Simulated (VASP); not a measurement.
# BaTiO3 in VASP: further runs, part 2 of 2

VASP 6.6.1. Earlier steps stand in the parts before.

### Step 4. Single point, r2SCAN (biaxial strain in the a-b plane: -2.0 %, then relaxed in part)

Contents of POSCAR:

```
BaTiO3
1.0
    3.9141580071      0.0000000000      0.0000000000
    0.0000000000      3.9141580071      0.0000000000
    0.0000000000      0.0000000000      4.0552353830
Ba Ti O
1 1 3
Direct
    0.5000000000      0.5000000000      0.5000000000
    0.0000000000      0.0000000000      0.0000000000
    0.5000000000      0.0000000000      0.0000000000
    0.0000000000      0.5000000000      0.0000000000
    0.0000000000      0.0000000000      0.5000000000
```

Contents of INCAR.step1:

```
  PREC = Accurate
  ENCUT = 910
  ISMEAR = 0
  SIGMA = 0.02
  LREAL = False
  LASPH = True
  NELM = 120
  NBANDS = 28
  GGA = PE
  ALGO = Normal
  EDIFF = 1E-5
  LWAVE = True
  LCHARG = False
  GGA_COMPAT = False
```

Contents of INCAR.step2:

```
  PREC = Accurate
  ENCUT = 910
  EDIFF = 1E-6
  ISMEAR = 0
  SIGMA = 0.02
  LREAL = False
  LASPH = True
  NELM = 120
  ALGO = Normal
  ISIF = 2
  LWAVE = False
  LCHARG = True
  METAGGA = R2SCAN
  LMIXTAU = True
  LELF = True
  LVHAR = True
  NBANDS = 28
  ISTART = 1
  GGA_COMPAT = False
```

Contents of KPOINTS:

```
Automatic mesh
0
Gamma
  8 8 8
```

Potentials or basis: VASP PAW PBE potentials, release 64 (Ba_sv, Ti_sv, O_h).

The run is started by

```
$ cat potpaw_PBE.64/Ba_sv/POTCAR potpaw_PBE.64/Ti_sv/POTCAR potpaw_PBE.64/O_h/POTCAR > POTCAR
$ cp INCAR.step1 INCAR
$ mpirun -np 1 vasp_std > vasp.out
$ cp INCAR.step2 INCAR
$ mpirun -np 1 vasp_std > vasp.out
```

Run time: 10 min. Hardware: 1 thread of AMD EPYC 9R45 (Zen 5), shared host; peak memory 0.45 GiB.

Results (log left out):

- Free energy: -74.1812 eV
- Pressure: 7.1 GPa
- Band gap on the k mesh: 2.15 eV (least direct gap 2.30 eV)

Stress tensor (GPa, compression positive):
```
9.80 0.00 0.00
0.00 9.80 0.00
0.00 0.00 1.72
```

Levels at points of the mesh, in eV from the valence-band top:
| k point | band 18 | band 19 | band 20 | band 21 | band 22 | band 23 |
| --- | --- | --- | --- | --- | --- | --- |
| (0.00, 0.00, 0.00) | -0.20 | -0.15 | -0.15 | 2.15 | 2.15 | 2.21 |
| (0.50, 0.00, 0.00) | -1.96 | -0.83 | -0.78 | 2.33 | 4.08 | 4.10 |
| (0.50, 0.50, 0.00) | -0.70 | -0.70 | -0.07 | 4.09 | 4.09 | 4.59 |
| (0.00, 0.00, 0.50) | -1.64 | -0.77 | -0.77 | 2.35 | 3.77 | 3.77 |
| (0.50, 0.00, 0.50) | -1.04 | -1.02 | -0.20 | 3.79 | 4.10 | 4.40 |
| (0.50, 0.50, 0.50) | -0.06 | -0.06 | 0.00 | 4.67 | 4.67 | 4.84 |

Caveat: the cell differs from its parent crystal (biaxial strain in the a-b plane: -2.0 %, then relaxed in part); the cutoff is under 1.25 times the usual one of these potentials, so pressure, stress and relaxed cells hold a basis-set (Pulay) error; the cell stands under pressure; the PAW data sets were made with another functional, which shifts forces and pressure a little; spin-orbit coupling is left out, which moves the levels of the heavy elements. A k mesh can miss the band edges.

### Step 5. Single point, r2SCAN (biaxial strain in the a-b plane: -1.0 %, then relaxed in part)

POSCAR: that of step 4 with these lines changed.

```diff
@@ -2,5 +2,5 @@
 1.0
-    3.9141580071      0.0000000000      0.0000000000
-    0.0000000000      3.9141580071      0.0000000000
-    0.0000000000      0.0000000000      4.0552353830
+    3.9540983949      0.0000000000      0.0000000000
+    0.0000000000      3.9540983949      0.0000000000
+    0.0000000000      0.0000000000      4.0237559327
 Ba Ti O
```

Contents of INCAR.step1:

```
PREC = Accurate ; ENCUT = 910
ISMEAR = 0 ; SIGMA = 0.02
LREAL = False ; LASPH = True
NELM = 120 ; NBANDS = 28
GGA = PE ; ALGO = Normal
EDIFF = 1E-5 ; LWAVE = True
LCHARG = False ; GGA_COMPAT = False
```

Contents of INCAR.step2:

```
PREC = Accurate ; ENCUT = 910
EDIFF = 1E-6 ; ISMEAR = 0
SIGMA = 0.02 ; LREAL = False
LASPH = True ; NELM = 120
ALGO = Normal ; ISIF = 2
LWAVE = False ; LCHARG = False
METAGGA = R2SCAN ; LMIXTAU = True
NBANDS = 28 ; ISTART = 1
GGA_COMPAT = False
```

Contents of KPOINTS:

```
regular mesh
0
Gamma
  8 8 8
```

Potentials or basis: VASP PAW PBE potentials, release 64 (Ba_sv, Ti_sv, O_h).

The run is started by

```
$ cat potpaw_PBE.64/Ba_sv/POTCAR potpaw_PBE.64/Ti_sv/POTCAR potpaw_PBE.64/O_h/POTCAR > POTCAR
$ cp INCAR.step1 INCAR
$ mpirun -np 1 vasp_std > vasp.out
$ cp INCAR.step2 INCAR
$ mpirun -np 1 vasp_std > vasp.out
```

OUTCAR:

```text
PREC = Accurate
   ENCUT = 910
   EDIFF = 1E-6
   ISMEAR = 0
   LREAL = False
   LASPH = True
   NELM = 120
   ISIF = 2
   METAGGA = R2SCAN
   ISTART = 1

 ion  position               nearest neighbor table
   1  0.500  0.500  0.500-   5 2.80   5 2.80   5 2.80   5 2.80   4 2.82   3 2.82   4 2.82   3 2.82
                             4 2.82   3 2.82   4 2.82   3 2.82   2 3.44   2 3.44   2 3.44   2 3.44
   2  0.000  0.000  0.000-   3 1.98   4 1.98   4 1.98   3 1.98   5 2.01   5 2.01   1 3.44   1 3.44
                             1 3.44   1 3.44   1 3.44   1 3.44   1 3.44   1 3.44
   3  0.500  0.000  0.000-   2 1.98   2 1.98   1 2.82   1 2.82   1 2.82   1 2.82
   4  0.000  0.500  0.000-   2 1.98   2 1.98   1 2.82   1 2.82   1 2.82   1 2.82
   5  0.000  0.000  0.500-   2 2.01   2 2.01   1 2.80   1 2.80   1 2.80   1 2.80

  LATTYP: Found a simple tetragonal cell.
 ALAT       =     3.9540983949
 C/A-ratio  =     1.0176165413

  Lattice vectors:

 A1 = (   3.9540983949,   0.0000000000,   0.0000000000)
 A2 = (   0.0000000000,   3.9540983949,   0.0000000000)
 A3 = (   0.0000000000,   0.0000000000,   4.0237559327)

Analysis of symmetry for initial positions (statically):
[... 184 lines left out ...]
 fundamental gap:      2.1533362756
 Fermi energy:         4.2811514646

 k-point     1 :       0.0000    0.0000    0.0000
  band No.  band energies     occupation
      1     -54.7464      2.00000
      2     -29.9202      2.00000
      3     -29.9202      2.00000
      4     -29.9100      2.00000
      5     -21.3837      2.00000
      6     -13.8711      2.00000
[... 733 lines left out ...]
     27      12.7689      0.00000
     28      13.6149      0.00000

 [... further k-points ...]

------------------------ aborting loop because EDIFF is reached ----------------------------------------

  FORCE on cell =-STRESS in cart. coord.  units (eV):
  Direction    XX          YY          ZZ          XY          YZ          ZX
  --------------------------------------------------------------------------------------
  -------------------------------------------------------------------------------------
  Total        2.2158174      2.2158174      0.7055022      0.0000000      0.0000000      0.0000000
  in kB       56.4310288     56.4310288     17.9672830      0.0000000      0.0000000      0.0000000
  external PRESSURE =      43.6097802 kB  Pullay stress =       0.0000000 kB

 VOLUME and BASIS-vectors are now :
 -----------------------------------------------------------------------------
  energy-cutoff  :      910.00
  volume of cell :       62.91
      direct lattice vectors                 reciprocal lattice vectors
     3.954098395  0.000000000  0.000000000     0.252902154  0.000000000  0.000000000
     0.000000000  3.954098395  0.000000000     0.000000000  0.252902154  0.000000000
     0.000000000  0.000000000  4.023755933     0.000000000  0.000000000  0.248524020

 POSITION                                       TOTAL-FORCE (eV/Angst)
 -----------------------------------------------------------------------------------
      1.97705      1.97705      2.01188         0.000000      0.000000      0.000000
      0.00000      0.00000      0.00000         0.000000      0.000000      0.000000
      1.97705      0.00000      0.00000         0.000000      0.000000      0.000000
      0.00000      1.97705      0.00000         0.000000      0.000000      0.000000
      0.00000      0.00000      2.01188         0.000000      0.000000      0.000000
 -----------------------------------------------------------------------------------
    total drift:                                0.000000      0.000000     -0.000000

  FREE ENERGIE OF THE ION-ELECTRON SYSTEM (eV)
  ---------------------------------------------------
  free  energy   TOTEN  =       -74.2381475672 eV

  energy  without entropy=      -74.2381475672  energy(sigma->0) =      -74.23814757
```

OSZICAR.step1:

```text
N       E                     dE             d eps       ncg     rms          rms(c)
DAV:   1     0.586877045869E+03    0.58688E+03   -0.28441E+04  4200   0.233E+03
DAV:   2     0.565154700986E+02   -0.53036E+03   -0.50480E+03  4452   0.531E+02
DAV:   3    -0.445796060894E+02   -0.10110E+03   -0.95878E+02  5700   0.191E+02
DAV:   4    -0.505919102106E+02   -0.60123E+01   -0.59875E+01  5496   0.468E+01
DAV:   5    -0.508078188898E+02   -0.21591E+00   -0.21572E+00  6232   0.844E+00    0.236E+01
DAV:   6    -0.400037594703E+02    0.10804E+02   -0.55528E+01  6152   0.664E+01    0.980E+00
DAV:   7    -0.400706148243E+02   -0.66855E-01   -0.95737E+00  5816   0.218E+01    0.684E+00
DAV:   8    -0.399259867394E+02    0.14463E+00   -0.70884E-01  5132   0.737E+00    0.347E+00
DAV:   9    -0.399600949869E+02   -0.34108E-01   -0.31284E-01  6084   0.479E+00    0.140E+00
DAV:  10    -0.399422142907E+02    0.17881E-01   -0.10997E-01  4824   0.356E+00    0.595E-01
DAV:  11    -0.399392783344E+02    0.29360E-02   -0.15526E-02  5540   0.738E-01    0.153E-01
DAV:  12    -0.399393835613E+02   -0.10523E-03   -0.21095E-03  5624   0.445E-01    0.108E-01
DAV:  13    -0.399392036506E+02    0.17991E-03   -0.77564E-04  5300   0.304E-01    0.158E-02
DAV:  14    -0.399392104578E+02   -0.68072E-05   -0.55650E-05  5124   0.623E-02
   1 F= -.39939210E+02 E0= -.39939210E+02  d E =-.290515E-48
```

Run time: 11 min. Hardware: 1 thread of Intel Xeon Platinum 8488C (Sapphire Rapids), shared host; peak memory 0.48 GiB.

Results:

- Free energy: -74.2381 eV
- Pressure: 4.4 GPa
- Band gap on the k mesh: 2.15 eV (least direct gap 2.30 eV)

Caveat: the cell differs from its parent crystal (biaxial strain in the a-b plane: -1.0 %, then relaxed in part); the cutoff is under 1.25 times the usual one of these potentials, so pressure, stress and relaxed cells hold a basis-set (Pulay) error; the cell stands under pressure; the PAW data sets were made with another functional, which shifts forces and pressure a little; spin-orbit coupling is left out, which moves the levels of the heavy elements.

### Step 6. Overview

| task | potentials or basis | cell | cutoff (eV) | gap on the mesh (eV) | pressure (GPa) |
| --- | --- | --- | --- | --- | --- |
| relaxation of cell and atoms | VASP PAW PBE potentials, release 64 (Ba_sv, Ti_sv, O) | relaxed to 25 GPa from a = 3.847 Å, 5 atoms | 600 | 2.38 | 25.0 |
| relaxation of cell and atoms | VASP PAW PBE potentials, release 64 (Ba_sv, Ti_sv, O) | relaxed to 12 GPa from a = 3.915 Å, 5 atoms | 600 | 2.26 | 12.0 |
| single point | VASP PAW PBE potentials, release 64 (Ba_sv, Ti_sv, O_h) | a = 3.914, b = 3.914, c = 4.055 Å, 5 atoms | 910 | 2.15 | 7.1 |
| single point | VASP PAW PBE potentials, release 64 (Ba_sv, Ti_sv, O_h) | a = 3.954, b = 3.954, c = 4.024 Å, 5 atoms | 910 | 2.15 | 4.4 |

Alike in all rows: level r2SCAN; no spin polarisation; k mesh 8 × 8 × 8; smearing gaussian 0.02 eV.

Caveats: the PAW data sets were made with another functional, which shifts forces and pressure a little; spin-orbit coupling is left out, which moves the levels of the heavy elements; the cell is relaxed towards a set pressure, so the run minimises the enthalpy, not the energy (at least some runs); the cutoff is under 1.25 times the usual one of these potentials, so pressure, stress and relaxed cells hold a basis-set (Pulay) error (at least some runs); the cell stands under pressure (at least some runs).

Total energies depend on the potentials used, so only differences within one code and one set of settings carry meaning.
